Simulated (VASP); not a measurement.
Set up this calculation in VASP 6.6.1, as the native input.

```
Task                   : single point
Functional             : PBE
Dispersion             : D3(BJ)
Potentials or basis    : VASP PAW PBE potentials, release 64 (B, N)
Cutoff                 : 520 eV
k mesh                 : 12 × 12 × 1
Occupations            : gaussian, width 0.02 eV
Spin                   : no spin polarisation
Dipole correction      : yes
Further INCAR settings : ALGO = Normal; EDIFF = 1e-06; NBANDS = 26
```

The structure of BN lies in POSCAR:

```
BN
1.0
    2.5071210896      0.0000000000      0.0000000000
   -1.2535605448      2.1712305539      0.0000000000
    0.0000000000      0.0000000000     45.8423718534
B N
4 4
Direct
    0.6666666667      0.3333333333      0.3911372135
    0.3333333333      0.6666666667      0.4638427230
    0.6666666667      0.3333333333      0.5361572770
    0.3333333333      0.6666666667      0.6088627865
    0.3333333333      0.6666666667      0.3911009424
    0.6666666667      0.3333333333      0.4638406372
    0.3333333333      0.6666666667      0.5361593628
    0.6666666667      0.3333333333      0.6088990576
```

One way to write it, as run:

INCAR

```
ALGO = Normal
DIPOL = 0.5 0.5 0.500
EDIFF = 1E-6
ENCUT = 520
GGA = PE
IDIPOL = 3
ISIF = 2
ISMEAR = 0
IVDW = 12
LASPH = T
LCHARG = F
LDIPOL = T
LREAL = F
LWAVE = F
NBANDS = 26
NELM = 60
PREC = Accurate
SIGMA = 0.02
```

KPOINTS

```
k-points
0
Gamma
  12 12 1
```

Potentials or basis: VASP PAW PBE potentials, release 64 (B, N).

Launch:

```sh
$ cat potpaw_PBE.64/B/POTCAR potpaw_PBE.64/N/POTCAR > POTCAR
$ mpirun -np 1 vasp_std > vasp.out
```

It gave:

```json
{
 "Band gap on the k mesh": "4.32 eV, indirect (least direct gap 4.67 eV)",
 "Dispersion energy per atom": "-0.123 eV"
}
```

Run time: 6.7 min on 1 thread of Intel Xeon 6975P-C, with other jobs on the host, peak memory 0.42 GiB.
